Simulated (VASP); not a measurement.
Wanted: the native input for a VASP 6.6.1 run.

- Task: single point
- Functional: PBE
- Potentials or basis: VASP PAW PBE potentials, release 64 (Ta_pv, Ru_pv)
- Cutoff: 520 eV
- k mesh: 4 × 4 × 4
- Occupations: gaussian, width 0.1 eV
- Spin: no spin polarisation
- Dipole correction: no
- Further INCAR settings: ALGO = Normal; EDIFF = 1e-06; NBANDS = 45

The structure of Ta2Ru lies in POSCAR:

```
Ta2Ru
1.0
    4.0964570699      0.0000000000      0.0000000000
    0.0000000000      4.0964570699      0.0000000000
    0.0000000000      0.0000000000      5.8973216126
Ta Ru
4 2
Direct
    0.0000000000      0.5000000000      0.2030000000
    0.0000000000      0.5000000000      0.7030000000
    0.5000000000      0.0000000000      0.2970000000
    0.5000000000      0.0000000000      0.7970000000
    0.0000000000      0.0000000000      0.0000000000
    0.5000000000      0.5000000000      0.5000000000
```

These files were run (other wordings do the same):

INCAR

```
PREC = Accurate
ENCUT = 520
EDIFF = 1E-6
ISMEAR = 0
SIGMA = 0.1
LREAL = False
LASPH = True
NELM = 100
ALGO = Normal
ISIF = 2
LWAVE = False
LCHARG = False
GGA = PE
NBANDS = 45
```

KPOINTS

```
Automatic mesh
0
Gamma
  4 4 4
```

Potentials or basis: VASP PAW PBE potentials, release 64 (Ta_pv, Ru_pv).

Launch:

```console
$ cat potpaw_PBE.64/Ta_pv/POTCAR potpaw_PBE.64/Ru_pv/POTCAR > POTCAR
$ mpirun -np 1 vasp_std > vasp.out
```

Results of the run:

```json
{"Pressure": "49.0 GPa", "Largest force": "2.635 eV/Å", "Band gap on the k mesh": "zero (bands 36 and 37 overlap by 0.96 eV)"}
```

Caveat: the k points lie up to 0.38 Å⁻¹ apart, too coarse for converged energies and pressures of a metal; spin-orbit coupling is left out, which moves the levels of the heavy elements; forces of over 1 eV/Å act on the atoms, so gaps and moduli don't describe the material at rest.

It took 71 s on 1 thread of Intel(R) Xeon(R) Platinum 8124M CPU @ 3.00GHz (Skylake/Cascade Lake), with other jobs on the host, peak memory 0.23 GiB.
